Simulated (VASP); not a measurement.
Set up this calculation in VASP 6.6.1, as the native input.

```
Task                   : single point
Functional             : PBEsol
Potentials or basis    : VASP PAW PBE potentials, release 64 (Li_sv)
Cutoff                 : 520 eV
k mesh                 : 12 × 12 × 12
Occupations            : fermi-dirac, width 0.05 eV
Spin                   : no spin polarisation
Dipole correction      : no
Further INCAR settings : ALGO = Normal; EDIFF = 1e-06; NBANDS = 12
```

The structure of Li lies in POSCAR:

```
Li
1.0
    1.5504989657      0.8951809952      7.8159490000
   -1.5504989657      0.8951809952      7.8159490000
    0.0000000000     -1.7903619905      7.8159490000
Li
3
Direct
    0.0000000000      0.0000000000      0.0000000000
    0.2220000000      0.2220000000      0.2220000000
    0.7780000000      0.7780000000      0.7780000000
```

This cell differs from its parent crystal: zz strain of +3 %.

The input as run:

INCAR

```
SYSTEM = Li
  PREC = Accurate
  ENCUT = 520
  EDIFF = 1E-6
  ISMEAR = -1
  SIGMA = 0.05
  LREAL = .False.
  LASPH = .True.
  NELM = 100
  ALGO = Normal
  ISIF = 2
  LWAVE = .False.
  LCHARG = .False.
  GGA = PS
  NBANDS = 12
```

KPOINTS

```
regular mesh
0
Gamma
  12 12 12
  0 0 0
```

Potentials or basis: VASP PAW PBE potentials, release 64 (Li_sv).

Run with:

```bash
$ cat potpaw_PBE.64/Li_sv/POTCAR > POTCAR
$ mpirun -np 1 vasp_std > vasp.out
```

Results of the run:

```json
{"Largest force": "0.008 eV/Å", "Band gap on the k mesh": "zero (an odd number of electrons rules out a gap without spin polarisation)"}
```

Caveat: the cell differs from its parent crystal (zz strain of +3 %); the PAW data sets were made with another functional, which shifts forces and pressure a little.

It took 7.1 min on 1 thread of Intel(R) Xeon(R) Platinum 8259CL CPU @ 2.50GHz (Skylake/Cascade Lake) (shared host), peak memory 0.5 GiB.
